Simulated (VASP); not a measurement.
Write the native input for VASP 6.6.1 that does the following.

| Item | Value |
| --- | --- |
| Task | single point |
| Functional | PBEsol |
| Potentials or basis | VASP PAW PBE potentials, release 64 (K_sv) |
| Cutoff | 520 eV |
| k mesh | 10 × 10 × 10 |
| Occupations | fermi-dirac, width 0.1 eV |
| Spin | no spin polarisation |
| Dipole correction | no |
| Further INCAR settings | ALGO = Normal; EDIFF = 1e-07; NBANDS = 16 |

The structure of K lies in POSCAR:

```
K
1.0
    0.0000000000      4.7137313362      4.7137313362
    4.7137313362      0.0000000000      4.7137313362
    4.7137313362      4.7137313362      0.0000000000
K
2
Direct
    0.1250000000      0.1250000000      0.1250000000
    0.8750000000      0.8750000000      0.8750000000
```

This isn't the form of K at room conditions, which is bcc.

These files were run (other wordings do the same):

INCAR

```
ALGO = Normal ; EDIFF = 1E-7
ENCUT = 520 ; GGA = PS
ISIF = 2 ; ISMEAR = -1
LASPH = True ; LCHARG = False
LREAL = False ; LWAVE = False
NBANDS = 16 ; NELM = 60
PREC = Accurate ; SIGMA = 0.1
```

KPOINTS

```
k-points
0
Gamma
  10 10 10
```

Potentials or basis: VASP PAW PBE potentials, release 64 (K_sv).

Launch:

```console
$ cat potpaw_PBE.64/K_sv/POTCAR > POTCAR
$ mpirun -np 1 vasp_std > vasp.out
```

It gave:

The pressure is 0.0 GPa and the band gap on the k mesh is zero (bands 9 and 10 overlap by 0.36 eV).

Caveat: the PAW data sets were made with another functional, which shifts forces and pressure a little.

Wall time 6.1 min on 1 thread of Intel Xeon 8259CL, on a shared host, peak memory 0.4 GiB.
